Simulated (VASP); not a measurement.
Cd, 2 atoms in the cell. Symmetry: P6_3/mmc, No. 194, hexagonal system. Conventional cell: a = 2.899 Å, b = 2.899 Å, c = 5.472 Å, α = 90.00°, β = 90.00°, γ = 120.00°. Cd (site symmetry -6m2) has 12 Cd at 2.90 to 3.21 Å within 3.8 Å. 

| Property | Result |
| --- | --- |
| Program | VASP 6.6.1 |
| Task | relaxation of cell and atoms |
| Functional | PBEsol |
| Potentials or basis | VASP PAW PBE potentials, release 64 (Cd) |
| Cutoff | 600 eV |
| k mesh | 18 × 18 × 8 |
| Occupations | gaussian, width 0.1 eV |
| Spin | no spin polarisation |
| Dipole correction | no |
| Further INCAR settings | ALGO = Fast; EDIFF = 1e-07; IBRION = 2; EDIFFG = -0.01; NSW = 80; ISIF = 3 |

Potentials or basis: VASP PAW PBE potentials, release 64 (Cd).

The run is started by

```bash
$ cat potpaw_PBE.64/Cd/POTCAR > POTCAR
$ mpirun -np 1 vasp_std > vasp.out
```

Hardware: 1 thread of Intel(R) Xeon(R) Platinum 8559C (Emerald Rapids) (shared host).

Task: Estimate the wall time of this run.

Result: Run time: 3.1 min on 1 thread of Intel(R) Xeon(R) Platinum 8559C (Emerald Rapids) (shared host), peak memory 0.26 GiB. Counts: scf iterations 44, k points 185, ion steps 5.
